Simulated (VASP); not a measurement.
# K (R-3m) in VASP: further runs, part 2 of 2

VASP 6.6.1. Earlier steps stand in the parts before.

### 3 Single point, PBE

This run uses another cell than the first one, of the same volume but with other edges.

INCAR

```
SYSTEM = K
ALGO = Fast
EDIFF = 1E-6
ENCUT = 520
GGA = PE
ISIF = 2
ISMEAR = 0
LASPH = .TRUE.
LCHARG = .TRUE.
LELF = .TRUE.
LREAL = .FALSE.
LVHAR = .TRUE.
LWAVE = .FALSE.
NBANDS = 10
NELM = 100
PREC = Accurate
SIGMA = 0.15
```

KPOINTS

```
k-points
0
G
  14 14 14
  0 0 0
```

POSCAR

```
K
1.0
   -3.8482188601      2.7487277572      2.7487277572
    2.7487277572     -3.8482188601      2.7487277572
    2.7487277572      2.7487277572     -3.8482188601
K
1
Direct
    0.0000000000      0.0000000000      0.0000000000
```

Potentials or basis: VASP PAW PBE potentials, release 64 (K_sv).

The run is started by

```
cat potpaw_PBE.64/K_sv/POTCAR > POTCAR
mpirun -np 1 vasp_std > vasp.out
```

OUTCAR:

```text
SYSTEM = K
   EDIFF = 1E-6
   ENCUT = 520
   GGA = PE
   ISIF = 2
   ISMEAR = 0
   LASPH = .TRUE.
   LREAL = .FALSE.
   NELM = 100
   PREC = Accurate

 ion  position               nearest neighbor table
   1  0.000  0.000  0.000-

  LATTYP: Found a trigonal (rhomboedric) cell.
 ALAT       =     5.4698991729
 COS(alpha) =    -0.4545454545

  Lattice vectors:

 A1 = (  -3.8482188601,   2.7487277572,   2.7487277572)
 A2 = (   2.7487277572,  -3.8482188601,   2.7487277572)
 A3 = (   2.7487277572,   2.7487277572,  -3.8482188601)

Analysis of symmetry for initial positions (statically):
=====================================================================
 Subroutine PRICEL returns:
 Original cell was already a primitive cell.

 Routine SETGRP: Setting up the symmetry group for a
 trigonal (rhombohedral) supercell.

 Subroutine GETGRP returns: Found 12 space group operations
 (whereof 12 operations were pure point group operations)
 out of a pool of 12 trial point group operations.

The static configuration has the point symmetry D_3d.

Analysis of symmetry for dynamics (positions and initial velocities):
=====================================================================
 Subroutine PRICEL returns:
 Original cell was already a primitive cell.

 Routine SETGRP: Setting up the symmetry group for a
 trigonal (rhombohedral) supercell.

 Subroutine GETGRP returns: Found 12 space group operations
 (whereof 12 operations were pure point group operations)
 out of a pool of 12 trial point group operations.

The dynamic configuration has the point symmetry D_3d.

 Subroutine INISYM returns: Found 12 space group operations
 (whereof 12 operations are pure point group operations),
 and found     1 'primitive' translations

----------------------------------------------------------------------------------------

                                     Primitive cell

  volume of cell :      71.7743

  direct lattice vectors                    reciprocal lattice vectors
[... 107 lines left out ...]
  Fermi-wavevector in a.u.,A,eV,Ry     =   0.819406  1.548454  9.135317  0.671427
  Thomas-Fermi vector in A             =   1.930206
   LORBIT       =      0    0 simple, 1 ext, 2 COOP (PROOUT), +10 PAW based schemes
   GGA     = PE    functional components
   LHFCALC =     F    Hartree Fock is set to
   AEXX    =    0.0000 exact exchange contribution
   IVDW    =     0    specifies the selected vdW correction
   LEPSILON=     F    determine dielectric tensor
   LRPA    =     F    only Hartree local field effects (RPA)
 non-spin polarized calculation
 RMM-DIIS sequential band-by-band and
 Gauss-broadening in eV      SIGMA  =   0.15
  energy-cutoff  :      520.00
  volume of cell :       71.77
 maximum number of plane-waves:      1978
 NGX is ok and might be reduce to    42

 number of electron       8.9999999 magnetization

 Free energy of the ion-electron system (eV)
  ---------------------------------------------------
  ext. energy  EPLUGINS =         0.00000000
  ---------------------------------------------------
  free energy    TOTEN  =        -0.28648292 eV

  energy without entropy =       -0.27764157  energy(sigma->0) =       -0.28206225

 E-fermi :   0.0594     XC(G=0):  -5.6791

 val. band max:        0.0550720786   @ k =   0.3571   0.3571   0.2143
 cond. band min:       0.0635871116   @ k =  -0.3571   0.5000   0.0714
 fundamental gap:      0.0085150330
 Fermi energy:         0.0593584945

 k-point     1 :       0.0000    0.0000    0.0000
  band No.  band energies     occupation
      1     -33.4432      2.00000
      2     -16.7747      2.00000
      3     -16.7747      2.00000
      4     -15.9537      2.00000
      5      -2.1291      2.00000
      6       2.1499      0.00000
      7       2.4680      0.00000
      8       2.4680      0.00000
      9       4.9146      0.00000
     10       5.0996      0.00000
[... 287 lines left out ...]
 k-point    24 :       0.2857    0.1429    0.0000
  band No.  band energies     occupation
      1     -33.1040      2.00000
      2     -17.8904      2.00000
      3     -16.4798      2.00000
      4     -16.4788      2.00000
      5       1.2994      0.00000
      6       2.1089      0.00000
      7       2.3554      0.00000
      8       4.6688      0.00000
      9       4.8191      0.00000
     10       5.4589      0.00000

 [... further k-points ...]
[... 5 lines left out ...]
  --------------------------------------------------------------------------------------
  -------------------------------------------------------------------------------------
  Total        0.7627111      0.7627111      0.7627111      1.4646941      1.4646941      1.4646941
  in kB       17.0255729     17.0255729     17.0255729     32.6955451     32.6955451     32.6955451
  external PRESSURE =      17.0255729 kB  Pullay stress =       0.0000000 kB

 VOLUME and BASIS-vectors are now :
 -----------------------------------------------------------------------------
  energy-cutoff  :      520.00
  volume of cell :       71.77
      direct lattice vectors                 reciprocal lattice vectors
    -3.848218860  2.748727757  2.748727757     0.101056853  0.252642133  0.252642133
     2.748727757 -3.848218860  2.748727757     0.252642133  0.101056853  0.252642133
     2.748727757  2.748727757 -3.848218860     0.252642133  0.252642133  0.101056853

 POSITION                                       TOTAL-FORCE (eV/Angst)
 -----------------------------------------------------------------------------------
      0.00000      0.00000      0.00000        -0.000000      0.000000     -0.000000
 -----------------------------------------------------------------------------------
    total drift:                               -0.000000      0.000000     -0.000000

  FREE ENERGIE OF THE ION-ELECTRON SYSTEM (eV)
  ---------------------------------------------------
  free  energy   TOTEN  =        -0.2864829240 eV

  energy  without entropy=       -0.2776415697  energy(sigma->0) =       -0.28206225
```

OSZICAR:

```text
N       E                     dE             d eps       ncg     rms          rms(c)
DAV:   1     0.482427922477E+02    0.48243E+02   -0.36125E+03  5768   0.691E+02
DAV:   2     0.137693365718E+01   -0.46866E+02   -0.46333E+02  6276   0.193E+02
DAV:   3    -0.252777074119E+00   -0.16297E+01   -0.16226E+01  9138   0.290E+01
DAV:   4    -0.301547837772E+00   -0.48771E-01   -0.48592E-01  7698   0.436E+00
DAV:   5    -0.302975499999E+00   -0.14277E-02   -0.14275E-02  8796   0.506E-01    0.237E+00
RMM:   6    -0.292915045705E+00    0.10060E-01   -0.52021E-03  7746   0.514E-01    0.161E+00
RMM:   7    -0.286319307389E+00    0.65957E-02   -0.16134E-02  8806   0.751E-01    0.172E-01
RMM:   8    -0.286407730314E+00   -0.88423E-04   -0.30911E-03  8869   0.467E-01    0.720E-02
RMM:   9    -0.286461490747E+00   -0.53760E-04   -0.64500E-04  9300   0.143E-01    0.386E-02
RMM:  10    -0.286469174404E+00   -0.76837E-05   -0.24199E-04  9529   0.996E-02    0.176E-02
RMM:  11    -0.286477563574E+00   -0.83892E-05   -0.78835E-05 10002   0.371E-02    0.237E-02
RMM:  12    -0.286481147104E+00   -0.35835E-05   -0.32785E-05  9272   0.197E-02    0.244E-02
RMM:  13    -0.286482528896E+00   -0.13818E-05   -0.16864E-05  7940   0.132E-02    0.224E-02
RMM:  14    -0.286482923955E+00   -0.39506E-06   -0.79524E-06  6875   0.900E-03
   1 F= -.28648292E+00 E0= -.28206225E+00  d E =-.884135E-02
```

Run time: 9 min. Hardware: 1 thread of Intel Xeon Platinum 8175M at 2.50GHz (Skylake/Cascade Lake), shared host; peak memory 0.38 GiB.

Results:

| Quantity | Value |
| --- | --- |
| Free energy | -0.2865 eV |
| Pressure | 1.7 GPa |

### 4 Single point, PBE

This run uses another cell than the first one, of the same volume but with other edges.

INCAR

```
SYSTEM = K
PREC = Accurate
ENCUT = 520
EDIFF = 1E-7
ISMEAR = 0
SIGMA = 0.15
LREAL = .False.
LASPH = .True.
NELM = 80
ALGO = Fast
ISIF = 2
LWAVE = .False.
LCHARG = .False.
GGA = PE
NBANDS = 10
```

KPOINTS

```
regular mesh
0
Gamma
  14 14 14
  0 0 0
```

POSCAR

```
K
1.0
   -3.2182874811      2.6509298097      2.6509298097
    2.6509298097     -3.2182874811      2.6509298097
    2.6509298097      2.6509298097     -3.2182874811
K
1
Direct
    0.0000000000      0.0000000000      0.0000000000
```

Potentials or basis: VASP PAW PBE potentials, release 64 (K_sv).

The run is started by

```
cat potpaw_PBE.64/K_sv/POTCAR > POTCAR
mpirun -np 1 vasp_std > vasp.out
```

OUTCAR:

```text
SYSTEM = K
   PREC = Accurate
   ENCUT = 520
   EDIFF = 1E-7
   ISMEAR = 0
   LREAL = .False.
   LASPH = .True.
   NELM = 80
   ISIF = 2
   GGA = PE

 ion  position               nearest neighbor table
   1  0.000  0.000  0.000-

  LATTYP: Found a trigonal (rhomboedric) cell.
 ALAT       =     4.9408736093
 COS(alpha) =    -0.4110840653

  Lattice vectors:

 A1 = (  -3.2182874811,   2.6509298097,   2.6509298097)
 A2 = (   2.6509298097,  -3.2182874811,   2.6509298097)
 A3 = (   2.6509298097,   2.6509298097,  -3.2182874811)

Analysis of symmetry for initial positions (statically):
=====================================================================
 Subroutine PRICEL returns:
 Original cell was already a primitive cell.

 Routine SETGRP: Setting up the symmetry group for a
 trigonal (rhombohedral) supercell.

 Subroutine GETGRP returns: Found 12 space group operations
 (whereof 12 operations were pure point group operations)
 out of a pool of 12 trial point group operations.
[... 159 lines left out ...]
  free energy    TOTEN  =        -0.91320244 eV

  energy without entropy =       -0.90444575  energy(sigma->0) =       -0.90882410

 E-fermi :  -0.0215     XC(G=0):  -5.7023

 val. band max:       -0.0234937853   @ k =   0.4286   0.3571   0.1429
 cond. band min:      -0.0213790219   @ k =  -0.4286   0.0714   0.0000
 fundamental gap:      0.0021147635
 Fermi energy:        -0.0215154098

 k-point     1 :       0.0000    0.0000    0.0000
  band No.  band energies     occupation
      1     -32.3953      2.00000
      2     -15.8304      2.00000
      3     -15.8304      2.00000
      4     -15.7431      2.00000
      5      -2.2277      2.00000
      6       3.2400      0.00000
      7       3.6576      0.00000
      8       3.6576      0.00000
      9       6.2126      0.00000
     10       6.2887      0.00000
[... 287 lines left out ...]
 k-point    24 :       0.2857    0.1429    0.0000
  band No.  band energies     occupation
      1     -32.3608      2.00000
      2     -16.1144      2.00000
      3     -15.7995      2.00000
      4     -15.7930      2.00000
      5       0.1850      0.05150
      6       2.3813      0.00000
      7       3.0570      0.00000
      8       4.4058      0.00000
      9       4.7377      0.00000
     10       5.2040      0.00000

 [... further k-points ...]
[... 5 lines left out ...]
  --------------------------------------------------------------------------------------
  -------------------------------------------------------------------------------------
  Total        0.1563252      0.1563252      0.1563252      0.4573877      0.4573877      0.4573877
  in kB        3.4895600      3.4895600      3.4895600     10.2100091     10.2100091     10.2100091
  external PRESSURE =       3.4895600 kB  Pullay stress =       0.0000000 kB

 VOLUME and BASIS-vectors are now :
 -----------------------------------------------------------------------------
  energy-cutoff  :      520.00
  volume of cell :       71.77
      direct lattice vectors                 reciprocal lattice vectors
    -3.218287481  2.650929810  2.650929810     0.046394682  0.216775152  0.216775152
     2.650929810 -3.218287481  2.650929810     0.216775152  0.046394682  0.216775152
     2.650929810  2.650929810 -3.218287481     0.216775152  0.216775152  0.046394682

 POSITION                                       TOTAL-FORCE (eV/Angst)
 -----------------------------------------------------------------------------------
      0.00000      0.00000      0.00000         0.000000      0.000000     -0.000000
 -----------------------------------------------------------------------------------
    total drift:                                0.000000      0.000000     -0.000000

  FREE ENERGIE OF THE ION-ELECTRON SYSTEM (eV)
  ---------------------------------------------------
  free  energy   TOTEN  =        -0.9132024447 eV

  energy  without entropy=       -0.9044457525  energy(sigma->0) =       -0.90882410
```

OSZICAR:

```text
N       E                     dE             d eps       ncg     rms          rms(c)
DAV:   1     0.461736193237E+02    0.46174E+02   -0.36052E+03  5760   0.689E+02
DAV:   2     0.737754668579E+00   -0.45436E+02   -0.44858E+02  6204   0.193E+02
DAV:   3    -0.865223526815E+00   -0.16030E+01   -0.15961E+01  9092   0.284E+01
DAV:   4    -0.913587622154E+00   -0.48364E-01   -0.48211E-01  7876   0.426E+00
DAV:   5    -0.914918717251E+00   -0.13311E-02   -0.13308E-02  8916   0.478E-01    0.203E+00
RMM:   6    -0.913588108722E+00    0.13306E-02   -0.17381E-03  7754   0.291E-01    0.130E+00
RMM:   7    -0.913098804179E+00    0.48930E-03   -0.43360E-03  8298   0.423E-01    0.887E-02
RMM:   8    -0.913170193201E+00   -0.71389E-04   -0.74089E-04  9255   0.229E-01    0.305E-02
RMM:   9    -0.913199727696E+00   -0.29534E-04   -0.10697E-04  9419   0.774E-02    0.154E-02
RMM:  10    -0.913200046566E+00   -0.31887E-06   -0.46556E-05  9617   0.430E-02    0.640E-03
RMM:  11    -0.913201138822E+00   -0.10923E-05   -0.86929E-06 10415   0.174E-02    0.553E-03
RMM:  12    -0.913201873139E+00   -0.73432E-06   -0.36198E-06 10160   0.875E-03    0.380E-03
RMM:  13    -0.913202348391E+00   -0.47525E-06   -0.11214E-06  9210   0.582E-03    0.738E-04
RMM:  14    -0.913202444684E+00   -0.96293E-07   -0.67144E-07  8653   0.381E-03
   1 F= -.91320244E+00 E0= -.90882410E+00  d E =-.875669E-02
```

stdout:

```text
POSCAR found type information on POSCAR K
 POSCAR found :  1 types and       1 ions
 scaLAPACK will be used
 LDA part: xc-table for (Slater+PW92), standard interpolation
 POSCAR, INCAR and KPOINTS ok, starting setup
 FFT: planning ... GRIDC
 FFT: planning ... GRID_SOFT
 FFT: planning ... GRID
 WAVECAR not read
 entering main loop
WARNING in EDDRMM: call to ZHEGV failed, returncode =   8  4      5
WARNING in EDDRMM: call to ZHEGV failed, returncode =   6  3      5
WARNING in EDDRMM: call to ZHEGV failed, returncode =   8  4      5
WARNING in EDDRMM: call to ZHEGV failed, returncode =   8  4      6
WARNING in EDDRMM: call to ZHEGV failed, returncode =   8  4      6
WARNING in EDDRMM: call to ZHEGV failed, returncode =   6  3      6
WARNING in EDDRMM: call to ZHEGV failed, returncode =   8  4      8
WARNING in EDDRMM: call to ZHEGV failed, returncode =   8  4      6
WARNING in EDDRMM: call to ZHEGV failed, returncode =   8  4      5
WARNING in EDDRMM: call to ZHEGV failed, returncode =   8  4      5
WARNING in EDDRMM: call to ZHEGV failed, returncode =   6  3      6
WARNING in EDDRMM: call to ZHEGV failed, returncode =   8  4      5
WARNING in EDDRMM: call to ZHEGV failed, returncode =   8  4      6
WARNING in EDDRMM: call to ZHEGV failed, returncode =   6  3      6
```

Run time: 6 min. Hardware: 1 thread of Intel Xeon Platinum 8175M at 2.50GHz (Skylake/Cascade Lake), shared host; peak memory 0.38 GiB.

Results:

* Free energy: -0.9132 eV
* Pressure: 0.3 GPa

Levels at points of the mesh, in eV from the Fermi level:
```tsv
k point	band 2	band 3	band 4	band 5	band 6	band 7
(0.00, 0.00, 0.00)	-15.81	-15.81	-15.72	-2.21	3.26	3.68
(0.50, 0.00, 0.00)	-16.11	-15.78	-15.77	1.04	1.56	3.03
(0.50, 0.50, 0.00)	-15.85	-15.82	-15.72	-0.06	0.16	2.62
(0.50, 0.50, 0.50)	-16.11	-15.79	-15.79	1.73	1.73	3.84
```

### 5 Overview

```csv
cell,further INCAR settings,gap on the mesh (eV),pressure (GPa)
"a = 4.460 Å, angles 108.0°, 1 atom",ALGO = Fast; EDIFF = 1e-06; NBANDS = 10,none,0.1
"a = 5.470 Å, angles 117.0°, 1 atom",ALGO = Fast; EDIFF = 1e-06; NBANDS = 10,none,1.7
"a = 4.941 Å, angles 114.3°, 1 atom",ALGO = Fast; EDIFF = 1e-07; NBANDS = 10,none,0.3
```

Alike in all rows: task single point; level PBE; potentials or basis VASP PAW PBE potentials, release 64 (K_sv); no spin polarisation; k mesh 14 × 14 × 14; cutoff (eV) 520; smearing gaussian 0.15 eV.

Total energies depend on the potentials used, so only differences within one code and one set of settings carry meaning.
